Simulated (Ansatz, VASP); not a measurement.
# GaSb in VASP and in Ansatz

```
CELL_PARAMETERS angstrom
0.00000 3.06570 3.06570
3.06570 0.00000 3.06570
3.06570 3.06570 0.00000
ATOMIC_POSITIONS crystal
Ga 0.00000 0.00000 0.00000
Sb 0.75000 0.75000 0.75000
```

Alike in both runs: task single point; functional revPBE; dispersion D4; k mesh 6 × 6 × 6; occupations gaussian, width 0.05 eV; no spin polarisation.

|  | VASP | Ansatz |
| --- | --- | --- |
| version | VASP 6.6.1 | Ansatz 0.2.0 |
| potentials or method | VASP PAW PBE potentials, release 64 (Ga_d, Sb), cutoff 500 eV | scalar-relativistic, plane waves, PAW |
| valence electrons in the cell | 18 | 28 |

|  | VASP | Ansatz | Ansatz less VASP |
| --- | --- | --- | --- |
| gap on the k mesh at the Fermi level (eV) | 0.06 | 0.06 | -0.001 |
| least direct gap on the mesh (eV) | 0.06 | 0.06 | -0.001 |
| pressure (GPa) | -0.9 | -0.9 | -0.06 |

VASP's potentials were made for PBE, not for revPBE. VASP's potentials hold 18 valence electrons a cell and Ansatz's 28, so a difference there can come from the potentials and not from the codes.

Spin-orbit coupling is off throughout.
